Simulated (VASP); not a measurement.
# NiSb (P6_3/mmc) in VASP: further runs, part 2 of 2

VASP 6.6.1.

## 3. Single point, PBE+U, collinear spin, antiferromagnetic start

INCAR

```
SYSTEM = NiSb
ALGO = Normal
EDIFF = 1E-7
ENCUT = 520
GGA = PE
ISIF = 2
ISMEAR = -1
ISPIN = 2
LASPH = .TRUE.
LCHARG = .FALSE.
LDAU = .TRUE.
LDAUJ = 0.9 0
LDAUL = 2 -1
LDAUPRINT = 1
LDAUTYPE = 1
LDAUU = 3.9 0
LMAXMIX = 4
LORBIT = 11
LREAL = .FALSE.
LWAVE = .FALSE.
MAGMOM = 1.5 -1.5 0 0
NBANDS = 27
NELM = 150
PREC = Accurate
SIGMA = 0.05
```

KPOINTS

```
k-points
0
G
  10 10 7
  0 0 0
```

POSCAR

```
NiSb
1.0
    3.9280000000      0.0000000000      0.0000000000
   -1.9640000000      3.4017477861      0.0000000000
    0.0000000000      0.0000000000      5.1200000000
Ni Sb
2 2
Direct
    0.0000000000      0.0000000000      0.0000000000
    0.0000000000      0.0000000000      0.5000000000
    0.3333333333      0.6666666667      0.2500000000
    0.6666666667      0.3333333333      0.7500000000
```

Potentials or basis: VASP PAW PBE potentials, release 64 (Ni, Sb).

Started as:

```
cat potpaw_PBE.64/Ni/POTCAR potpaw_PBE.64/Sb/POTCAR > POTCAR
mpirun -np 1 vasp_std > vasp.out
```

OUTCAR:

```text
SYSTEM = NiSb
   EDIFF = 1E-7
   ENCUT = 520
   GGA = PE
   ISIF = 2
   ISMEAR = -1
   ISPIN = 2
   LASPH = .TRUE.
   LORBIT = 11
   LREAL = .FALSE.
   NELM = 150
   PREC = Accurate

 ion  position               nearest neighbor table
   1  0.000  0.000  0.000-   2 2.56   2 2.56   4 2.60   3 2.60   4 2.60   3 2.60   4 2.60   3 2.60

   2  0.000  0.000  0.500-   1 2.56   1 2.56   4 2.60   3 2.60   4 2.60   3 2.60   4 2.60   3 2.60

   3  0.333  0.667  0.250-   1 2.60   2 2.60   1 2.60   2 2.60   1 2.60   2 2.60   4 3.42   4 3.42
                             4 3.42   4 3.42   4 3.42   4 3.42
   4  0.667  0.333  0.750-   1 2.60   2 2.60   1 2.60   2 2.60   1 2.60   2 2.60   3 3.42   3 3.42
                             3 3.42   3 3.42   3 3.42   3 3.42

  LATTYP: Found a hexagonal cell.
 ALAT       =     3.9280000000
 C/A-ratio  =     1.3034623218

  Lattice vectors:

 A1 = (   3.9280000000,   0.0000000000,   0.0000000000)
 A2 = (  -1.9640000000,   3.4017477861,   0.0000000000)
 A3 = (   0.0000000000,   0.0000000000,   5.1200000000)

Analysis of symmetry for initial positions (statically):
=====================================================================
 Subroutine PRICEL returns:
 Original cell was already a primitive cell.

 Routine SETGRP: Setting up the symmetry group for a
 hexagonal supercell.

 Subroutine GETGRP returns: Found 24 space group operations
 (whereof 12 operations were pure point group operations)
 out of a pool of 24 trial point group operations.

The static configuration has the point symmetry D_3d.
 The point group associated with its full space group is D_6h.

Analysis of symmetry for dynamics (positions and initial velocities):
=====================================================================
 Subroutine PRICEL returns:
 Original cell was already a primitive cell.

 Routine SETGRP: Setting up the symmetry group for a
 hexagonal supercell.
[... 234 lines left out ...]

 number of electron      30.0000035 magnetization       0.0000000

 Free energy of the ion-electron system (eV)
  ---------------------------------------------------
  ext. energy  EPLUGINS =         0.00000000
  ---------------------------------------------------
  free energy    TOTEN  =       -16.67482518 eV

  energy without entropy =      -16.65931500  energy(sigma->0) =      -16.66707009

 E-fermi :   9.8403     XC(G=0): -11.5082

 val. band max:        9.8229779043   @ k =   0.2000   0.0000   0.4286
 cond. band min:       9.9379490703   @ k =   0.1000   0.0000   0.1429
 fundamental gap:      0.1149711660
 Fermi energy:         9.8403246135

 spin component 1

 k-point     1 :       0.0000    0.0000    0.0000
  band No.  band energies     occupation
      1      -2.9690      1.00000
      2       1.5768      1.00000
      3       3.7047      1.00000
      4       5.8362      1.00000
      5       5.8362      1.00000
      6       6.4322      1.00000
[... 1433 lines left out ...]
     26      22.6622      0.00000
     27      23.2278      0.00000

 [... further k-points ...]

------------------------ aborting loop because EDIFF is reached ----------------------------------------

  FORCE on cell =-STRESS in cart. coord.  units (eV):
  Direction    XX          YY          ZZ          XY          YZ          ZX
  --------------------------------------------------------------------------------------
  -------------------------------------------------------------------------------------
  Total        0.3526755      0.3526755      0.7089403      0.0000000      0.0000000      0.0000000
  in kB        8.2592835      8.2592835     16.6026237      0.0000000      0.0000000      0.0000000
  external PRESSURE =      11.0403969 kB  Pullay stress =       0.0000000 kB

 VOLUME and BASIS-vectors are now :
 -----------------------------------------------------------------------------
  energy-cutoff  :      520.00
  volume of cell :       68.41
      direct lattice vectors                 reciprocal lattice vectors
     3.928000000  0.000000000  0.000000000     0.254582485  0.146983266  0.000000000
    -1.964000000  3.401747786  0.000000000     0.000000000  0.293966532  0.000000000
     0.000000000  0.000000000  5.120000000     0.000000000  0.000000000  0.195312500

 POSITION                                       TOTAL-FORCE (eV/Angst)
 -----------------------------------------------------------------------------------
      0.00000      0.00000      0.00000         0.000000      0.000000     -0.000000
      0.00000      0.00000      2.56000         0.000000      0.000000     -0.000000
     -0.00000      2.26783      1.28000         0.000000     -0.000000      0.000000
      1.96400      1.13392      3.84000        -0.000000      0.000000     -0.000000
 -----------------------------------------------------------------------------------
    total drift:                                0.000000     -0.000000     -0.000000

  FREE ENERGIE OF THE ION-ELECTRON SYSTEM (eV)
  ---------------------------------------------------
  free  energy   TOTEN  =       -16.6748251780 eV

  energy  without entropy=      -16.6593150004  energy(sigma->0) =      -16.66707009

 total charge

# of ion       s       p       d       tot
------------------------------------------
    1        0.433   0.464   8.617   9.514
    2        0.433   0.464   8.617   9.514
    3        1.135   1.212   0.072   2.418
    4        1.135   1.212   0.072   2.418
--------------------------------------------------
tot          3.136   3.351  17.376  23.864

 magnetization (x)

# of ion       s       p       d       tot
------------------------------------------
    1       -0.000  -0.000   0.000   0.000
    2        0.000   0.000  -0.000  -0.000
    3        0.000   0.000   0.000   0.000
    4        0.000   0.000   0.000   0.000
--------------------------------------------------
tot          0.000   0.000   0.000   0.000
```

stdout:

```text
POSCAR found type information on POSCAR NiSb
 POSCAR found :  2 types and       4 ions
 scaLAPACK will be used
 LDA part: xc-table for (Slater+PW92), standard interpolation
 POSCAR, INCAR and KPOINTS ok, starting setup
 FFT: planning ... GRIDC
 FFT: planning ... GRID_SOFT
 FFT: planning ... GRID
 WAVECAR not read
 entering main loop
```

Wall time 1.9 min (1 thread of AMD EPYC 9R45 (Zen 5), shared host); peak memory 0.28 GiB.

Results:

```yaml
Free_energy: -16.6748 eV
Pressure: 1.1 GPa
Band_gap_on_the_k_mesh: zero (filled and empty bands overlap)
Net_moment: 0.00 μB per cell
Valence_electrons_inside_the_program's_atomic_spheres: Ni 9.51; Sb 2.42
```

Stress tensor (GPa, compression positive):
```
0.83 0.00 0.00
0.00 0.83 0.00
0.00 0.00 1.66
```

Levels at points of the mesh, in eV from the Fermi level:
Spin up:
| k point | band 11 | band 12 | band 13 | band 14 | band 15 | band 16 | band 17 | band 18 | band 19 | band 20 |
| --- | --- | --- | --- | --- | --- | --- | --- | --- | --- | --- |
| (0.00, 0.00, 0.00) | -1.56 | -1.56 | -0.23 | 0.83 | 0.83 | 2.51 | 2.51 | 3.34 | 4.18 | 5.60 |
| (0.50, 0.00, 0.00) | -2.43 | -2.11 | -1.80 | -1.64 | -1.56 | -0.37 | 1.14 | 3.49 | 4.06 | 5.60 |
Spin down:
```
           k point  band 13  band 14  band 15  band 16  band 17  band 18
(0.00, 0.00, 0.00)    -0.23     0.83     0.83     2.51     2.51     3.34
(0.50, 0.00, 0.00)    -1.80    -1.64    -1.56    -0.37     1.14     3.49
```

Eigenvalues of the final occupation matrices:
```csv
site,spin,trace,eigenvalues
site 1 d,1,4.32,0.81 0.81 0.88 0.91 0.91
site 1 d,2,4.32,0.81 0.81 0.88 0.91 0.91
site 2 d,1,4.32,0.81 0.81 0.88 0.91 0.91
site 2 d,2,4.32,0.81 0.81 0.88 0.91 0.91
```

Caveat: the moments typed at the start vanished in this run; spin-orbit coupling is left out, which moves the levels of the heavy elements; the U is typed as a test and isn't derived for this compound.

The gap in the log of VASP goes by the Fermi energy; the results here count the filled bands.